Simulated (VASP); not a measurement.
# ZnSe (rocksalt type) (Fm-3m) in VASP: further runs

The runs below take ZnSe (rocksalt type) through single point, relaxation of cell and atoms, with PBE.

All numbers are computed with VASP 6.6.1; they aren't measurements. Logs are shortened: lines on timing, memory, paths and dates and some standing lists are left out, and cuts for length are marked.

**1. The cell of the first run**

Symmetry: Fm-3m, No. 225, cubic system. Conventional cell: a = 5.239 Å, b = 5.239 Å, c = 5.239 Å, α = 90.00°, β = 90.00°, γ = 90.00°. Zn (site symmetry m-3m) has 6 Se at 2.62 Å within 3.5 Å. Within 3.5 Å of Se (site symmetry m-3m) lie 6 Zn at 2.62 Å.

**2. Single point, PBE (17.97 Å³/atom)**

Input file INCAR:

```
SYSTEM = ZnSe
  PREC = Accurate
  ENCUT = 520
  EDIFF = 1E-7
  ISMEAR = -1
  SIGMA = 0.05
  LREAL = .FALSE.
  LASPH = .TRUE.
  NELM = 60
  ALGO = Normal
  ISIF = 2
  LWAVE = .FALSE.
  LCHARG = .FALSE.
  GGA = PE
  NBANDS = 16
```

Input file KPOINTS:

```
regular mesh
0
G
  14 14 14
  0 0 0
```

Input file POSCAR:

```
ZnSe
1.0
    0.0000000000      2.6193686313      2.6193686313
    2.6193686313      0.0000000000      2.6193686313
    2.6193686313      2.6193686313      0.0000000000
Zn Se
1 1
Direct
    0.0000000000      0.0000000000      0.0000000000
    0.5000000000      0.5000000000      0.5000000000
```

Potentials or basis: VASP PAW PBE potentials, release 64 (Zn, Se).

Command:

```sh
cat potpaw_PBE.64/Zn/POTCAR potpaw_PBE.64/Se/POTCAR > POTCAR
mpirun -np 1 vasp_std > vasp.out
```

OUTCAR:

```text
SYSTEM = ZnSe
   PREC = Accurate
   ENCUT = 520
   EDIFF = 1E-7
   ISMEAR = -1
   LREAL = .FALSE.
   LASPH = .TRUE.
   NELM = 60
   ISIF = 2
   GGA = PE

 ion  position               nearest neighbor table
   1  0.000  0.000  0.000-   2 2.62   2 2.62   2 2.62   2 2.62   2 2.62   2 2.62
   2  0.500  0.500  0.500-   1 2.62   1 2.62   1 2.62   1 2.62   1 2.62   1 2.62

  LATTYP: Found a face centered cubic cell.
 ALAT       =     5.2387372626

  Lattice vectors:

 A1 = (   0.0000000000,   2.6193686313,   2.6193686313)
 A2 = (   2.6193686313,   0.0000000000,   2.6193686313)
 A3 = (   2.6193686313,   2.6193686313,   0.0000000000)

Analysis of symmetry for initial positions (statically):
=====================================================================
 Subroutine PRICEL returns:
 Original cell was already a primitive cell.

 Routine SETGRP: Setting up the symmetry group for a
 face centered cubic supercell.

 Subroutine GETGRP returns: Found 48 space group operations
 (whereof 48 operations were pure point group operations)
 out of a pool of 48 trial point group operations.

The static configuration has the point symmetry O_h .

Analysis of symmetry for dynamics (positions and initial velocities):
=====================================================================
 Subroutine PRICEL returns:
 Original cell was already a primitive cell.

 Routine SETGRP: Setting up the symmetry group for a
 face centered cubic supercell.

 Subroutine GETGRP returns: Found 48 space group operations
 (whereof 48 operations were pure point group operations)
 out of a pool of 48 trial point group operations.

The dynamic configuration has the point symmetry O_h .

 Subroutine INISYM returns: Found 48 space group operations
 (whereof 48 operations are pure point group operations),
 and found     1 'primitive' translations

----------------------------------------------------------------------------------------

                                     Primitive cell

  volume of cell :      35.9435

  direct lattice vectors                    reciprocal lattice vectors
     0.000000000  2.619368631  2.619368631    -0.190885694  0.190885694  0.190885694
     2.619368631  0.000000000  2.619368631     0.190885694 -0.190885694  0.190885694
     2.619368631  2.619368631  0.000000000     0.190885694  0.190885694 -0.190885694

  length of vectors
     3.704346643  3.704346643  3.704346643     0.330623721  0.330623721  0.330623721

  position of ions in fractional coordinates (direct lattice)
     0.000000000  0.000000000  0.000000000
     0.500000000  0.500000000  0.500000000

  ion indices of the primitive-cell ions
   primitive index   ion index
                 1           1
                 2           2

----------------------------------------------------------------------------------------

 KPOINTS: regular mesh

Automatic generation of k-mesh.
 Grid dimensions read from file:
 generate k-points for:   14   14   14

 Generating k-lattice:

  Cartesian coordinates                     Fractional coordinates (reciprocal lattice)
    -0.013634692  0.013634692  0.013634692     0.071428571  0.000000000  0.000000000
     0.013634692 -0.013634692  0.013634692     0.000000000  0.071428571  0.000000000
     0.013634692  0.013634692 -0.013634692     0.000000000  0.000000000  0.071428571

  Length of vectors
     0.023615980  0.023615980  0.023615980

  Shift w.r.t. Gamma in fractional coordinates (k-lattice)
     0.000000000  0.000000000  0.000000000

 Subroutine IBZKPT returns following result:
 ===========================================

 Found    104 irreducible k-points:

 Following reciprocal coordinates:
            Coordinates               Weight
  0.000000  0.000000  0.000000      1.000000
  0.071429  0.000000  0.000000      8.000000
  0.142857  0.000000  0.000000      8.000000
  0.214286  0.000000  0.000000      8.000000
  0.285714  0.000000  0.000000      8.000000
  0.357143  0.000000  0.000000      8.000000
[... 16 lines left out ...]
  0.214286  0.142857  0.000000     24.000000
  0.285714  0.142857  0.000000     24.000000
 [... further k-points ...]
   k-points           NKPTS =    104   k-points in BZ     NKDIM =    104   number of bands    NBANDS=     16
   number of dos      NEDOS =    301   number of ions     NIONS =      2
   total plane-waves  NPLWV =  21952
   dimension x,y,z NGX =    28 NGY =   28 NGZ =   28
   dimension x,y,z NGXF=    56 NGYF=   56 NGZF=   56
   ions per type =               1   1
   NGX,Y,Z   is equivalent  to a cutoff of  12.57, 12.57, 12.57 a.u.
   NGXF,Y,Z  is equivalent  to a cutoff of  25.13, 25.13, 25.13 a.u.
 SYSTEM =  ZnSe
   PREC   = accura    normal or accurate (medium, high low for compatibility)
   ISTART =      0    job   : 0-new  1-cont  2-samecut
   ICHARG =      2    charge: 1-file 2-atom 10-const
   ISPIN  =      1    spin polarized calculation?
   LNONCOLLINEAR =      F non collinear calculations
   LSORBIT =      F    spin-orbit coupling
   LASPH  =      T    aspherical Exc in radial PAW
   ENCUT  =  520.0 eV  38.22 Ry    6.18 a.u.   6.89  6.89  6.89*2*pi/ulx,y,z
   NELM   =     60;   NELMIN=  2; NELMDL= -5     # of ELM steps
   EDIFF  = 0.1E-06   stopping-criterion for ELM
   LREAL  =      F    real-space projection
   EDIFFG = 0.1E-05   stopping-criterion for IOM
   NSW    =      0    number of steps for IOM
   IBRION =     -1    ionic relax: 0-MD 1-quasi-New 2-CG
   NFREE  =      0    steps in history (QN), initial steepest desc. (CG)
   ISIF   =      2    stress and relaxation
   ISYM   =      2    0-nonsym 1-usesym 2-fastsym
   POTIM  = 0.5000    time-step for ionic-motion
   TEBEG  =    0.0;   TEEND  =   0.0 temperature during run
   PSTRESS=    0.0 pullay stress
   NELECT =      18.0000    total number of electrons
   NUPDOWN=      -1.0000    fix difference up-down
   EMIN   =  10.00;   EMAX   =-10.00  energy-range for DOS
   EFERMI =   0.00;   METHOD = LEGACY
   ISMEAR =    -1;   SIGMA  =   0.05  broadening in eV -4-tet -1-fermi 0-gaus
   EFERMI_NEDOS =   21; number of points for ismear=-14 and -15
   IALGO  =     38    algorithm
   IMIX   =      4    mixing-type and parameters
     AMIX     =   0.40;   BMIX     =  1.00
     AMIX_MAG =   1.60;   BMIX_MAG =  1.00
  volume/ion in A,a.u.               =      17.97       121.28
  Fermi-wavevector in a.u.,A,eV,Ry     =   1.300047  2.456733 22.995508  1.690122
  Thomas-Fermi vector in A             =   2.431271
   LORBIT       =      0    0 simple, 1 ext, 2 COOP (PROOUT), +10 PAW based schemes
   GGA     = PE    functional components
   LHFCALC =     F    Hartree Fock is set to
   AEXX    =    0.0000 exact exchange contribution
   IVDW    =     0    specifies the selected vdW correction
   LEPSILON=     F    determine dielectric tensor
   LRPA    =     F    only Hartree local field effects (RPA)
 non-spin polarized calculation
  energy-cutoff  :      520.00
  volume of cell :       35.94
 maximum number of plane-waves:       982
   NGX = 13   NGY = 13   NGZ = 13

 number of electron      17.9999990 magnetization

 Free energy of the ion-electron system (eV)
  ---------------------------------------------------
  ext. energy  EPLUGINS =         0.00000000
  ---------------------------------------------------
  free energy    TOTEN  =        -5.36636622 eV

  energy without entropy =       -5.36076479  energy(sigma->0) =       -5.36356551

 E-fermi :   3.7918     XC(G=0): -10.7636

 val. band max:        3.7864475694   @ k =  -0.2857   0.1429   0.0000
 cond. band min:       3.7998877974   @ k =   0.5000   0.4286   0.0714
 fundamental gap:      0.0134402280
 Fermi energy:         3.7917548114

 k-point     1 :       0.0000    0.0000    0.0000
  band No.  band energies     occupation
      1     -10.5194      2.00000
      2      -2.9283      2.00000
      3      -2.9283      2.00000
      4      -2.9087      2.00000
      5      -2.9087      2.00000
      6      -2.9087      2.00000
[... 8 lines left out ...]
     15      13.9982      0.00000
     16      13.9982      0.00000

 k-point     2 :       0.0714    0.0000    0.0000
  band No.  band energies     occupation
      1     -10.4617      2.00000
      2      -2.9419      2.00000
      3      -2.9419      2.00000
      4      -2.9149      2.00000
      5      -2.9035      2.00000
      6      -2.9035      2.00000
[... 8 lines left out ...]
     15      13.4269      0.00000
     16      13.9536      0.00000

 k-point     3 :       0.1429    0.0000    0.0000
  band No.  band energies     occupation
      1     -10.2928      2.00000
      2      -2.9829      2.00000
      3      -2.9829      2.00000
      4      -2.9366      2.00000
      5      -2.8856      2.00000
      6      -2.8856      2.00000
[... 8 lines left out ...]
     15      13.3506      0.00000
     16      13.7112      0.00000

 k-point     4 :       0.2143    0.0000    0.0000
  band No.  band energies     occupation
      1     -10.0261      2.00000
      2      -3.0420      2.00000
      3      -3.0420      2.00000
      4      -2.9855      2.00000
      5      -2.8588      2.00000
      6      -2.8588      2.00000
[... 8 lines left out ...]
     15      13.9705      0.00000
     16      13.9705      0.00000
[... 324 lines left out ...]
 k-point    22 :       0.1429    0.1429    0.0000
  band No.  band energies     occupation
      1     -10.2218      2.00000
      2      -3.0598      2.00000
      3      -2.9315      2.00000
      4      -2.9146      2.00000
      5      -2.8909      2.00000
      6      -2.8909      2.00000
[... 8 lines left out ...]
     15      15.4966      0.00000
     16      15.4966      0.00000

 k-point    23 :       0.2143    0.1429    0.0000
  band No.  band energies     occupation
      1     -10.0301      2.00000
      2      -3.1224      2.00000
      3      -2.9479      2.00000
      4      -2.9379      2.00000
      5      -2.8769      2.00000
      6      -2.8616      2.00000
[... 8 lines left out ...]
     15      15.5632      0.00000
     16      15.7725      0.00000

 k-point    24 :       0.2857    0.1429    0.0000
  band No.  band energies     occupation
      1      -9.7549      2.00000
      2      -3.1896      2.00000
      3      -2.9879      2.00000
      4      -2.9794      2.00000
      5      -2.8558      2.00000
      6      -2.8257      2.00000
[... 8 lines left out ...]
     15      15.9499      0.00000
     16      16.0948      0.00000

 [... further k-points ...]
[... 5 lines left out ...]
  --------------------------------------------------------------------------------------
  -------------------------------------------------------------------------------------
  Total        1.4291713      1.4291713      1.4291713     -0.0000000      0.0000000     -0.0000000
  in kB       63.7052185     63.7052185     63.7052185     -0.0000000      0.0000000     -0.0000000
  external PRESSURE =      63.7052185 kB  Pullay stress =       0.0000000 kB

 VOLUME and BASIS-vectors are now :
 -----------------------------------------------------------------------------
  energy-cutoff  :      520.00
  volume of cell :       35.94
      direct lattice vectors                 reciprocal lattice vectors
     0.000000000  2.619368631  2.619368631    -0.190885694  0.190885694  0.190885694
     2.619368631  0.000000000  2.619368631     0.190885694 -0.190885694  0.190885694
     2.619368631  2.619368631  0.000000000     0.190885694  0.190885694 -0.190885694

 POSITION                                       TOTAL-FORCE (eV/Angst)
 -----------------------------------------------------------------------------------
      0.00000      0.00000      0.00000         0.000000      0.000000     -0.000000
      2.61937      2.61937      2.61937        -0.000000     -0.000000      0.000000
 -----------------------------------------------------------------------------------
    total drift:                               -0.000000      0.000000      0.000000

  FREE ENERGIE OF THE ION-ELECTRON SYSTEM (eV)
  ---------------------------------------------------
  free  energy   TOTEN  =        -5.3663662212 eV

  energy  without entropy=       -5.3607647923  energy(sigma->0) =       -5.36356551
```

Wall time 35 s (1 thread of Intel Xeon Platinum 8488C (Sapphire Rapids), shared host); peak memory 0.19 GiB.

Results:

| Item | Value |
| --- | --- |
| Free energy | -5.3664 eV |
| Pressure | 6.4 GPa |
| Band gap on the k mesh | zero (bands 9 and 10 overlap by 1.09 eV) |

Caveat: the cell stands under pressure.

**3. Single point, PBE**

Input file INCAR:

```
ALGO = Normal
EDIFF = 1E-6
ENCUT = 520
GGA = PE
ISIF = 2
ISMEAR = -1
LASPH = True
LCHARG = False
LREAL = False
LWAVE = False
NBANDS = 16
NELM = 60
PREC = Accurate
SIGMA = 0.05
```

Input file KPOINTS:

```
k-points
0
Gamma
  14 14 14
```

POSCAR is that of step 2.

Potentials or basis: VASP PAW PBE potentials, release 64 (Zn, Se).

Command:

```sh
cat potpaw_PBE.64/Zn/POTCAR potpaw_PBE.64/Se/POTCAR > POTCAR
mpirun -np 1 vasp_std > vasp.out
```

Run time: 36 s. Hardware: 1 thread of Intel Xeon Platinum 8488C (Sapphire Rapids), shared host; peak memory 0.2 GiB.

It converged, with:

* Free energy: -5.3664 eV
* Pressure: 6.4 GPa
* Band gap on the k mesh: zero (bands 9 and 10 overlap by 1.09 eV)

Levels at points of the mesh, in eV from the Fermi level:
```csv
k point,band 6,band 7,band 8,band 9,band 10,band 11,band 12,band 13
"(0.00, 0.00, 0.00)",-6.70,-0.50,-0.50,-0.50,1.18,8.63,8.63,8.63
"(0.50, 0.00, 0.00)",-6.57,-5.83,-0.08,-0.08,3.34,4.97,4.97,6.76
"(0.50, 0.50, 0.00)",-6.16,-5.48,-2.67,-2.67,-1.01,4.84,11.83,11.83
```

Caveat: the cell stands under pressure.

**4. Relaxation of cell and atoms, PBE, target pressure 6.1 GPa, at which the enthalpy is minimised**

Input file INCAR:

```
PREC = Accurate
ENCUT = 600
EDIFF = 1E-7
ISMEAR = -1
SIGMA = 0.05
LREAL = False
LASPH = True
NELM = 80
ALGO = Normal
ISIF = 3
LWAVE = False
LCHARG = False
GGA = PE
IBRION = 2
NSW = 60
EDIFFG = -0.005
PSTRESS = 61.0
```

Input file KPOINTS:

```
regular mesh
0
Gamma
  14 14 14
```

POSCAR is that of step 3.

Command:

```sh
cat potpaw_PBE.64/Zn/POTCAR potpaw_PBE.64/Se/POTCAR > POTCAR
mpirun -np 1 vasp_std > vasp.out
```

Wall time 1.7 min (1 thread of Intel Xeon Platinum 8488C (Sapphire Rapids), shared host); peak memory 0.22 GiB.

It converged, with:

```yaml
Free_energy: -5.3696 eV
Relaxed_volume: 18.02 Å³/atom
Relaxed_cell: a = 3.707 Å, b = 3.707 Å, c = 3.707 Å, α = 60.00°, β = 60.00°, γ = 60.00°
Space_group_after_relaxing_to_0.1_Å: Fm-3m (No. 225)
Energy_change_on_relaxing_the_run_minimises_the_enthalpy: -1.7 meV/atom
Ionic_steps: 3
Pressure_after_relaxing: 6.1 GPa
Band_gap_on_the_k_mesh: zero (bands 9 and 10 overlap by 1.09 eV)
```

The path:
| step | energy change (eV) | largest force (eV/Å) | pressure (GPa) | volume (Å³) |
| --- | --- | --- | --- | --- |
| 1 | 0.0000 | 0.0000 | 6.34 | 35.94 |
| 2 | -0.0055 | 0.0000 | 5.96 | 36.09 |
| 3 | -0.0034 | 0.0000 | 6.10 | 36.03 |

Final structure:
```
Zn Se
1.0
     0.00000    2.62147    2.62147
     2.62147    0.00000    2.62147
     2.62147    2.62147    0.00000
Zn Se
1 1
Direct
  0.00000 0.00000 0.00000
  0.50000 0.50000 0.50000
```

Levels at points of the mesh, in eV from the Fermi level:
```csv
k point,band 7,band 8,band 9,band 10,band 11,band 12
"(0.00, 0.00, 0.00)",-0.50,-0.50,-0.50,1.17,8.63,8.63
"(0.50, 0.00, 0.00)",-5.82,-0.08,-0.08,3.34,4.97,4.97
"(0.50, 0.50, 0.00)",-5.46,-2.66,-2.66,-1.01,4.85,11.81
```

Caveat: the cell is relaxed towards a set pressure, so the run minimises the enthalpy, not the energy.
